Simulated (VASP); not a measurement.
# Si (Fd-3m) in VASP: notebook

Runs on Si. Level: PBE. Tasks: single point, relaxation of cell and atoms.

All numbers are computed with VASP 6.6.1; they aren't measurements. Logs are shortened: lines on timing, memory, paths and dates and some standing lists are left out, and cuts for length are marked.

## (1) The cell of the first run

Symmetry: Fd-3m, No. 227, cubic system. Conventional cell: a = 5.470 Å, b = 5.470 Å, c = 5.470 Å, α = 90.00°, β = 90.00°, γ = 90.00°. Si (site symmetry -43m) has 4 Si at 2.37 Å within 3.1 Å.

## (2) Single point, PBE

INCAR

```
PREC = Accurate ; ENCUT = 500
EDIFF = 1E-6 ; ISMEAR = 1
SIGMA = 0.05 ; LREAL = F
LASPH = T ; NELM = 120
ALGO = Normal ; ISIF = 2
LWAVE = F ; LCHARG = F
GGA = PE ; NBANDS = 11
GGA_COMPAT = F
```

KPOINTS

```
regular mesh
0
Gamma
  15 15 15
```

POSCAR

```
Si
1.0
    0.0000000000      2.7349233765      2.7349233765
    2.7349233765      0.0000000000      2.7349233765
    2.7349233765      2.7349233765      0.0000000000
Si
2
Direct
    1.0000000000      1.0000000000      1.0000000000
    0.2500000000      0.2500000000      0.2500000000
```

Potentials or basis: VASP PAW PBE potentials, release 64 (Si).

Launch:

```sh
> cat potpaw_PBE.64/Si/POTCAR > POTCAR
> mpirun -np 1 vasp_std > vasp.out
```

OUTCAR:

```text
PREC = Accurate
   ENCUT = 500
   EDIFF = 1E-6
   ISMEAR = 1
   LREAL = F
   LASPH = T
   NELM = 120
   ISIF = 2
   GGA = PE

 ion  position               nearest neighbor table
   1  0.000  0.000  0.000-   2 2.37   2 2.37   2 2.37   2 2.37
   2  0.250  0.250  0.250-   1 2.37   1 2.37   1 2.37   1 2.37

  LATTYP: Found a face centered cubic cell.
 ALAT       =     5.4698467530

  Lattice vectors:

 A1 = (   0.0000000000,   2.7349233765,   2.7349233765)
 A2 = (   2.7349233765,   0.0000000000,   2.7349233765)
 A3 = (   2.7349233765,   2.7349233765,   0.0000000000)

Analysis of symmetry for initial positions (statically):
=====================================================================
 Subroutine PRICEL returns:
 Original cell was already a primitive cell.

 Routine SETGRP: Setting up the symmetry group for a
 face centered cubic supercell.

 Subroutine GETGRP returns: Found 48 space group operations
 (whereof 24 operations were pure point group operations)
 out of a pool of 48 trial point group operations.

The static configuration has the point symmetry T_d .
 The point group associated with its full space group is O_h .

Analysis of symmetry for dynamics (positions and initial velocities):
=====================================================================
 Subroutine PRICEL returns:
 Original cell was already a primitive cell.

 Routine SETGRP: Setting up the symmetry group for a
 face centered cubic supercell.

 Subroutine GETGRP returns: Found 48 space group operations
 (whereof 24 operations were pure point group operations)
 out of a pool of 48 trial point group operations.

The dynamic configuration has the point symmetry T_d .
 The point group associated with its full space group is O_h .

 Subroutine INISYM returns: Found 48 space group operations
 (whereof 24 operations are pure point group operations),
 and found     1 'primitive' translations

----------------------------------------------------------------------------------------

                                     Primitive cell

  volume of cell :      40.9134

  direct lattice vectors                    reciprocal lattice vectors
     0.000000000  2.734923376  2.734923376    -0.182820478  0.182820478  0.182820478
     2.734923376  0.000000000  2.734923376     0.182820478 -0.182820478  0.182820478
     2.734923376  2.734923376  0.000000000     0.182820478  0.182820478 -0.182820478

  length of vectors
     3.867765731  3.867765731  3.867765731     0.316654357  0.316654357  0.316654357

  position of ions in fractional coordinates (direct lattice)
     0.000000000  0.000000000  0.000000000
[... 89 lines left out ...]
   NELECT =       8.0000    total number of electrons
   NUPDOWN=      -1.0000    fix difference up-down
   EMIN   =  10.00;   EMAX   =-10.00  energy-range for DOS
   EFERMI =   0.00;   METHOD = LEGACY
   ISMEAR =     1;   SIGMA  =   0.05  broadening in eV -4-tet -1-fermi 0-gaus
   EFERMI_NEDOS =   21; number of points for ismear=-14 and -15
   IALGO  =     38    algorithm
   IMIX   =      4    mixing-type and parameters
     AMIX     =   0.40;   BMIX     =  1.00
     AMIX_MAG =   1.60;   BMIX_MAG =  1.00
  volume/ion in A,a.u.               =      20.46       138.05
  Fermi-wavevector in a.u.,A,eV,Ry     =   0.950203  1.795623 12.284503  0.902885
  Thomas-Fermi vector in A             =   2.078558
   LORBIT       =      0    0 simple, 1 ext, 2 COOP (PROOUT), +10 PAW based schemes
   GGA     = PE    functional components
   LHFCALC =     F    Hartree Fock is set to
   AEXX    =    0.0000 exact exchange contribution
   IVDW    =     0    specifies the selected vdW correction
   LEPSILON=     F    determine dielectric tensor
   LRPA    =     F    only Hartree local field effects (RPA)
 non-spin polarized calculation
 Methfessel and Paxton  Order N= 1 SIGMA  =   0.05
  energy-cutoff  :      500.00
  volume of cell :       40.91
 maximum number of plane-waves:      1048
   NGX = 15   NGY = 15   NGZ = 15

 number of electron       8.0000000 magnetization

 Free energy of the ion-electron system (eV)
  ---------------------------------------------------
  ext. energy  EPLUGINS =         0.00000000
  ---------------------------------------------------
  free energy    TOTEN  =       -10.84989550 eV

  energy without entropy =      -10.84990084  energy(sigma->0) =      -10.84989728

 E-fermi :   5.6480     XC(G=0):  -9.3253

 val. band max:        5.6094843127   @ k =   0.0000   0.0000   0.0000
 cond. band min:       6.2285410166   @ k =   0.4000   0.4000   0.0000
 fundamental gap:      0.6190567040
 Fermi energy:         5.6479766962

 k-point     1 :       0.0000    0.0000    0.0000
  band No.  band energies     occupation
      1      -6.2009      2.00000
      2       5.6095      1.96385
      3       5.6095      1.96385
      4       5.6095      1.96385
      5       8.1664      0.00000
      6       8.1664      0.00000
      7       8.1664      0.00000
      8       8.7363      0.00000
      9      13.3187      0.00000
     10      13.3187      0.00000
     11      13.4843      0.00000
[... 309 lines left out ...]
 k-point    24 :       0.2000    0.1333    0.0000
  band No.  band energies     occupation
      1      -5.6890      2.00000
      2       3.2464      2.00000
      3       4.4603      2.00000
      4       4.5293      2.00000
      5       7.5327      0.00000
      6       9.4148      0.00000
      7       9.8667      0.00000
      8      10.2105      0.00000
      9      12.2949      0.00000
     10      13.7418      0.00000
     11      15.3133      0.00000

 [... further k-points ...]

------------------------ aborting loop because EDIFF is reached ----------------------------------------

  FORCE on cell =-STRESS in cart. coord.  units (eV):
  Direction    XX          YY          ZZ          XY          YZ          ZX
  --------------------------------------------------------------------------------------
  -------------------------------------------------------------------------------------
  Total       -0.0146130     -0.0146130     -0.0146130     -0.0000000     -0.0000000      0.0000000
  in kB       -0.5722500     -0.5722500     -0.5722500     -0.0000000     -0.0000000      0.0000000
  external PRESSURE =      -0.5722500 kB  Pullay stress =       0.0000000 kB

 VOLUME and BASIS-vectors are now :
 -----------------------------------------------------------------------------
  energy-cutoff  :      500.00
  volume of cell :       40.91
      direct lattice vectors                 reciprocal lattice vectors
     0.000000000  2.734923376  2.734923376    -0.182820478  0.182820478  0.182820478
     2.734923376  0.000000000  2.734923376     0.182820478 -0.182820478  0.182820478
     2.734923376  2.734923376  0.000000000     0.182820478  0.182820478 -0.182820478

 POSITION                                       TOTAL-FORCE (eV/Angst)
 -----------------------------------------------------------------------------------
      0.00000      0.00000      0.00000         0.000000      0.000000      0.000000
      1.36746      1.36746      1.36746        -0.000000     -0.000000     -0.000000
 -----------------------------------------------------------------------------------
    total drift:                                0.000000      0.000000     -0.000000

  FREE ENERGIE OF THE ION-ELECTRON SYSTEM (eV)
  ---------------------------------------------------
  free  energy   TOTEN  =       -10.8498955042 eV

  energy  without entropy=      -10.8499008424  energy(sigma->0) =      -10.84989728
```

stdout:

```text
POSCAR found type information on POSCAR Si
 POSCAR found :  1 types and       2 ions
 scaLAPACK will be used
 LDA part: xc-table for (Slater+PW92), standard interpolation
 POSCAR, INCAR and KPOINTS ok, starting setup
 FFT: planning ... GRIDC
 FFT: planning ... GRID_SOFT
 FFT: planning ... GRID
 WAVECAR not read
 entering main loop
```

Wall time 14 s (1 thread of Intel Xeon 6975P-C (Granite Rapids), shared host); peak memory 0.17 GiB.

Results:

- Free energy: -10.8499 eV
- Pressure: -0.1 GPa
- Band gap on the k mesh: 0.62 eV (least direct gap 2.56 eV)

Levels at points of the mesh, in eV from the valence-band top:
```
           k point  band 2  band 3  band 4  band 5  band 6  band 7
(0.00, 0.00, 0.00)    0.00    0.00    0.00    2.56    2.56    2.56
```

Caveat: an odd mesh through Γ misses points on the zone boundary, where band edges can lie.

## (3) Relaxation of cell and atoms, PBE

This run uses another cell than the first one, of 20.01 Å³/atom.

INCAR

```
SYSTEM = Si
PREC = Accurate
ENCUT = 500
EDIFF = 1E-7
ISMEAR = 1
SIGMA = 0.05
LREAL = .False.
LASPH = .True.
NELM = 120
ALGO = Normal
ISIF = 3
LWAVE = .False.
LCHARG = .False.
GGA = PE
IBRION = 2
NSW = 60
EDIFFG = -0.02
GGA_COMPAT = .False.
NELMIN = 4
```

KPOINTS

```
Automatic mesh
0
Gamma
  15 15 15
  0 0 0
```

POSCAR

```
Si
1.0
    0.0000000000      2.7150000000      2.7150000000
    2.7150000000      0.0000000000      2.7150000000
    2.7150000000      2.7150000000      0.0000000000
Si
2
Direct
    1.0000000000      1.0000000000      1.0000000000
    0.2500000000      0.2500000000      0.2500000000
```

Potentials or basis: VASP PAW PBE potentials, release 64 (Si).

Launch:

```sh
> cat potpaw_PBE.64/Si/POTCAR > POTCAR
> mpirun -np 1 vasp_std > vasp.out
```

Wall time 27 s (1 thread of Intel Xeon 6975P-C (Granite Rapids), shared host); peak memory 0.16 GiB.

The run converged. Its results:

* Free energy: -10.8498 eV
* Relaxed volume: 20.44 Å³/atom
* Relaxed cell: a = 3.867 Å, b = 3.867 Å, c = 3.867 Å, α = 60.00°, β = 60.00°, γ = 60.00°
* Space group after relaxing (to 0.1 Å): Fd-3m (No. 227)
* Energy gained by relaxing: 2.6 meV/atom
* Ionic steps: 3
* Pressure after relaxing: 0.0 GPa
* Band gap on the k mesh: 0.62 eV (least direct gap 2.56 eV)

The path:
```csv
step,energy change (eV),largest force (eV/Å),pressure (GPa),volume (Å³)
1,0.0000,0.0000,1.98,40.03
2,-0.0029,0.0000,-1.23,41.47
3,-0.0052,0.0000,0.01,40.88
```

Final structure:
```
Si
1.0
     0.00000    2.73424    2.73424
     2.73424    0.00000    2.73424
     2.73424    2.73424    0.00000
Si
2
Direct
  0.00000 0.00000 0.00000
  0.25000 0.25000 0.25000
```

Levels at points of the mesh, in eV from the valence-band top:
| k point | band 1 | band 2 | band 3 | band 4 | band 5 | band 6 | band 7 | band 8 |
| --- | --- | --- | --- | --- | --- | --- | --- | --- |
| (0.00, 0.00, 0.00) | -11.82 | 0.00 | 0.00 | 0.00 | 2.56 | 2.56 | 2.56 | 3.14 |

Caveat: an odd mesh through Γ misses points on the zone boundary, where band edges can lie.

## (4) Relaxation of cell and atoms, PBE, target pressure 20 GPa, at which the enthalpy is minimised

This run uses another cell than the first one, of 20.01 Å³/atom.

INCAR

```
PREC = Accurate
ENCUT = 500
EDIFF = 1E-7
ISMEAR = 1
SIGMA = 0.05
LREAL = False
LASPH = True
NELM = 120
ALGO = Normal
ISIF = 3
LWAVE = False
LCHARG = False
GGA = PE
IBRION = 2
NSW = 60
EDIFFG = -0.02
PSTRESS = 200.0
GGA_COMPAT = False
NELMIN = 4
```

KPOINTS

```
regular mesh
0
Gamma
  15 15 15
```

POSCAR is that of step 3.

Launch:

```sh
> cat potpaw_PBE.64/Si/POTCAR > POTCAR
> mpirun -np 1 vasp_std > vasp.out
```

Run time: 54 s. Hardware: 1 thread of Intel Xeon 6975P-C (Granite Rapids), shared host; peak memory 0.17 GiB.

Results (log left out):

* Free energy: -10.5202 eV
* Relaxed volume: 17.41 Å³/atom
* Relaxed cell: a = 3.665 Å, b = 3.665 Å, c = 3.665 Å, α = 60.00°, β = 60.00°, γ = 60.00°
* Space group after relaxing (to 0.1 Å): Fd-3m (No. 227)
* Energy change on relaxing (the run minimises the enthalpy): +162.2 meV/atom
* Ionic steps: 7
* Pressure after relaxing: 20.0 GPa
* Band gap on the k mesh: 0.31 eV (least direct gap 2.61 eV)

Step by step:
| step | energy change (eV) | largest force (eV/Å) | pressure (GPa) | volume (Å³) |
| --- | --- | --- | --- | --- |
| 1 | 0.0000 | 0.0000 | 1.98 | 40.03 |
| 2 | 1.9732 | 0.0000 | 68.42 | 28.35 |
| 3 | 0.2900 | 0.0000 | 18.68 | 35.11 |
| 4 | 0.3184 | 0.0000 | 19.78 | 34.87 |
| 5 | 0.3307 | 0.0000 | 20.25 | 34.77 |
| 6 | 0.3159 | 0.0000 | 19.68 | 34.89 |
| 7 | 0.3245 | 0.0000 | 20.01 | 34.82 |

Final structure:
```
Si
1.0
     0.00000    2.59182    2.59182
     2.59182    0.00000    2.59182
     2.59182    2.59182    0.00000
Si
2
Cartesian
  0.0000 0.0000 0.0000
  1.2959 1.2959 1.2959
```

Levels at points of the mesh, in eV from the valence-band top:
| k point | band 1 | band 2 | band 3 | band 4 | band 5 | band 6 | band 7 | band 8 |
| --- | --- | --- | --- | --- | --- | --- | --- | --- |
| (0.00, 0.00, 0.00) | -12.98 | 0.00 | 0.00 | 0.00 | 2.61 | 2.61 | 2.61 | 5.06 |

Caveat: the cell is relaxed towards a set pressure, so the run minimises the enthalpy, not the energy; an odd mesh through Γ misses points on the zone boundary, where band edges can lie.

## (5) Relaxation of cell and atoms, PBE, target pressure 40 GPa, at which the enthalpy is minimised

This run uses another cell than the first one, of 20.01 Å³/atom.

INCAR

```
SYSTEM = Si
PREC = Accurate
ENCUT = 500
EDIFF = 1E-7
ISMEAR = 1
SIGMA = 0.05
LREAL = .FALSE.
LASPH = .TRUE.
NELM = 120
ALGO = Normal
ISIF = 3
LWAVE = .FALSE.
LCHARG = .FALSE.
GGA = PE
IBRION = 2
NSW = 60
EDIFFG = -0.02
PSTRESS = 400.0
GGA_COMPAT = .FALSE.
NELMIN = 4
```

KPOINTS

```
Automatic mesh
0
G
  15 15 15
  0 0 0
```

POSCAR is that of step 4.

Launch:

```sh
> cat potpaw_PBE.64/Si/POTCAR > POTCAR
> mpirun -np 1 vasp_std > vasp.out
```

Wall time 58 s (1 thread of Intel Xeon 6975P-C (Granite Rapids), shared host); peak memory 0.17 GiB.

Results (log left out):

```
Free energy                                                : -9.9063 eV
Relaxed volume                                             : 15.73 Å³/atom
Relaxed cell                                               : a = 3.544 Å, b = 3.544 Å, c = 3.544 Å, α = 60.00°, β = 60.00°, γ = 60.00°
Space group after relaxing (to 0.1 Å)                      : Fd-3m (No. 227)
Energy change on relaxing (the run minimises the enthalpy) : +469.2 meV/atom
Ionic steps                                                : 5
Pressure after relaxing                                    : 40.1 GPa
Band gap on the k mesh                                     : 0.04 eV (least direct gap 2.62 eV)
```

Step by step:
| step | energy change (eV) | largest force (eV/Å) | pressure (GPa) | volume (Å³) |
| --- | --- | --- | --- | --- |
| 1 | 0.0000 | 0.0000 | 1.98 | 40.03 |
| 2 | 12.3282 | 0.0000 | 328.80 | 18.34 |
| 3 | 0.6015 | 0.0000 | 29.66 | 33.02 |
| 4 | 0.8190 | 0.0000 | 36.48 | 31.96 |
| 5 | 0.9384 | 0.0000 | 40.05 | 31.46 |

Final structure:
```
CELL_PARAMETERS angstrom
0.00000 2.50567 2.50567
2.50567 0.00000 2.50567
2.50567 2.50567 0.00000
ATOMIC_POSITIONS crystal
Si 0.00000 0.00000 0.00000
Si 0.25000 0.25000 0.25000
```

Levels at points of the mesh, in eV from the valence-band top:
| k point | band 2 | band 3 | band 4 | band 5 | band 6 | band 7 |
| --- | --- | --- | --- | --- | --- | --- |
| (0.00, 0.00, 0.00) | 0.00 | 0.00 | 0.00 | 2.62 | 2.62 | 2.62 |

Caveat: the cell is relaxed towards a set pressure, so the run minimises the enthalpy, not the energy; the volume moved by over 15 % at a fixed basis, so the end points are rough; an odd mesh through Γ misses points on the zone boundary, where band edges can lie.

## (6) Relaxation of cell and atoms, PBE, target pressure 60 GPa, at which the enthalpy is minimised

This run uses another cell than the first one, of 20.01 Å³/atom.

INCAR

```
PREC = Accurate ; ENCUT = 500
EDIFF = 1E-7 ; ISMEAR = 1
SIGMA = 0.05 ; LREAL = False
LASPH = True ; NELM = 120
ALGO = Normal ; ISIF = 3
LWAVE = False ; LCHARG = False
GGA = PE ; IBRION = 2
NSW = 60 ; EDIFFG = -0.02
PSTRESS = 600.0 ; GGA_COMPAT = False
NELMIN = 4
```

KPOINTS

```
Automatic mesh
0
Gamma
  15 15 15
```

POSCAR is that of step 5.

Potentials or basis: VASP PAW PBE potentials, release 64 (Si).

Launch:

```sh
> cat potpaw_PBE.64/Si/POTCAR > POTCAR
> mpirun -np 1 vasp_std > vasp.out
```

Wall time 1.9 min (1 thread of Intel Xeon 6975P-C (Granite Rapids), shared host); peak memory 0.17 GiB.

The run converged. Its results:

- Free energy: -9.1988 eV
- Relaxed volume: 14.58 Å³/atom
- Relaxed cell: a = 3.455 Å, b = 3.455 Å, c = 3.455 Å, α = 60.00°, β = 60.00°, γ = 60.00°
- Space group after relaxing (to 0.1 Å): Fd-3m (No. 227)
- Energy change on relaxing (the run minimises the enthalpy): +822.9 meV/atom
- Ionic steps: 16
- Pressure after relaxing: 59.8 GPa
- Band gap on the k mesh: zero (bands 4 and 5 overlap by 0.18 eV)

Step by step:
```tsv
step	energy change (eV)	largest force (eV/Å)	pressure (GPa)	volume (Å³)
1	0.0000	0.0000	1.98	40.03
2	42.9056	0.0000	1252.61	11.01
3	0.6138	0.0000	30.06	32.95
4	1.0911	0.0000	44.49	30.88
5	1.6810	0.0000	60.72	29.08
6	1.6077	0.0000	58.76	29.27
7	1.6101	0.0000	58.82	29.27
8	1.6172	0.0000	59.01	29.25
9	1.6173	0.0000	59.01	29.25
10	1.6175	0.0000	59.02	29.25
11	1.6179	0.0000	59.03	29.24
12	1.6188	0.0000	59.06	29.24
13	1.6206	0.0000	59.10	29.24
14	1.6242	0.0000	59.20	29.23
15	1.6314	0.0000	59.39	29.21
16	1.6459	0.0000	59.78	29.17
```

Final structure:
```
Si
1.0
     0.00000    2.44323    2.44323
     2.44323    0.00000    2.44323
     2.44323    2.44323    0.00000
Si
2
Direct
  0.00000 0.00000 0.00000
  0.25000 0.25000 0.25000
```

Levels at points of the mesh, in eV from the Fermi level:
```tsv
k point	band 1	band 2	band 3	band 4	band 5	band 6	band 7	band 8
(0.00, 0.00, 0.00)	-14.36	0.09	0.09	0.09	2.72	2.72	2.72	7.43
```

Caveat: the cell is relaxed towards a set pressure, so the run minimises the enthalpy, not the energy; the volume moved by over 15 % at a fixed basis, so the end points are rough; semilocal functionals underestimate gaps, so a narrow gap can read as zero.

## (7) Summary

| task | cell | gap on the mesh (eV) | pressure (GPa) |
| --- | --- | --- | --- |
| single point | a = 3.868 Å, angles 60.0°, 2 atoms | 0.62 | -0.1 |
| relaxation of cell and atoms | relaxed from a = 3.840 Å, angles 60.0°, 2 atoms | 0.62 | 0.0 |
| relaxation of cell and atoms | relaxed to 20 GPa from a = 3.840 Å, angles 60.0°, 2 atoms | 0.31 | 20.0 |
| relaxation of cell and atoms | relaxed to 40 GPa from a = 3.840 Å, angles 60.0°, 2 atoms | 0.04 | 40.1 |
| relaxation of cell and atoms | relaxed to 60 GPa from a = 3.840 Å, angles 60.0°, 2 atoms | none | 59.8 |

Alike in all rows: level PBE; potentials or basis VASP PAW PBE potentials, release 64 (Si); no spin polarisation; k mesh 15 × 15 × 15; cutoff (eV) 500; smearing methfessel-paxton 0.05 eV.

Caveats: an odd mesh through Γ misses points on the zone boundary, where band edges can lie (at least some runs); the cell is relaxed towards a set pressure, so the run minimises the enthalpy, not the energy (at least some runs); the volume moved by over 15 % at a fixed basis, so the end points are rough (at least some runs); semilocal functionals underestimate gaps, so a narrow gap can read as zero (at least some runs).

Total energies depend on the potentials used, so only differences within one code and one set of settings carry meaning.
